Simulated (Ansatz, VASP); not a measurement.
**Pt: VASP beside Ansatz**

The input INCAR:

```
  PREC = Accurate
  ENCUT = 520
  EDIFF = 1E-7
  ISMEAR = 0
  SIGMA = 0.15
  LREAL = F
  LASPH = T
  NELM = 80
  ALGO = Fast
  ISIF = 2
  LWAVE = F
  LCHARG = F
  GGA = PS
  NBANDS = 17
```

File KPOINTS:

```
regular mesh
0
Gamma
  18 18 10
```

The input POSCAR:

```
Pt
1.0
    2.8641905764      0.0000000000      0.0000000000
   -1.4320952882      2.3908065546      0.0000000000
    0.0000000000      0.0000000000      4.7921340000
Pt
2
Direct
    0.6666666667      0.3333333333      0.7500000000
    0.3333333333      0.6666666667      0.2500000000
```

Input for Ansatz:

```yaml
crystal:
  lattice:
    - [2.8641905764, 0.0, 0.0]
    - [-1.4320952882, 2.3908065546, 0.0]
    - [0.0, 0.0, 4.792134]
  atoms:
    - { symbol: Pt, position: [0.6666666667, 0.3333333333, 0.75] }
    - { symbol: Pt, position: [0.3333333333, 0.6666666667, 0.25] }
basis:
  ecutwfc: 420
kpoints:
  mp_grid: { grid: [18, 18, 10] }
hamiltonian:
  xc: pbesol
scf:
  occupations: { method: gaussian, width: 0.15 }
output:
  forces: true
  stress: true
  eigenvalues: true
```

Change from the starting cell: strain +0.0375 x Voigt [1, 0, 0, 0, 0, 0], atoms carried along.

Alike in both runs: task single point; functional PBEsol; k mesh 18 × 18 × 10; occupations gaussian, width 0.15 eV; no spin polarisation.

```csv
,VASP,Ansatz
version,VASP 6.6.1,Ansatz 0.2.0
potentials or method,"VASP PAW PBE potentials, release 64 (Pt), cutoff 520 eV","scalar-relativistic, plane waves, PAW"
valence electrons in the cell,20,36
```

|  | VASP | Ansatz | Ansatz less VASP |
| --- | --- | --- | --- |
| gap on the k mesh at the Fermi level (eV) | none | none | - |
| pressure (GPa) | -18.5 | -18.2 | +0.34 |
| traceless stress, the component that is largest in VASP (GPa) | -3.26 | -3.33 | -0.070 |
| rms of the force components (eV/Å) | 0.007 | 0.007 | 0.0000 |

VASP's potentials were made for PBE, not for PBEsol. Atom by atom the forces differ by 0.000 eV/Å (rms over components). A gap of «none» marks a metal or a gap that the smearing closes. The functional is the same, so the differences come from potentials, cutoffs and numerics. VASP's potentials hold 20 valence electrons a cell and Ansatz's 36, so a difference there can come from the potentials and not from the codes.

Neither program's run includes spin-orbit coupling.
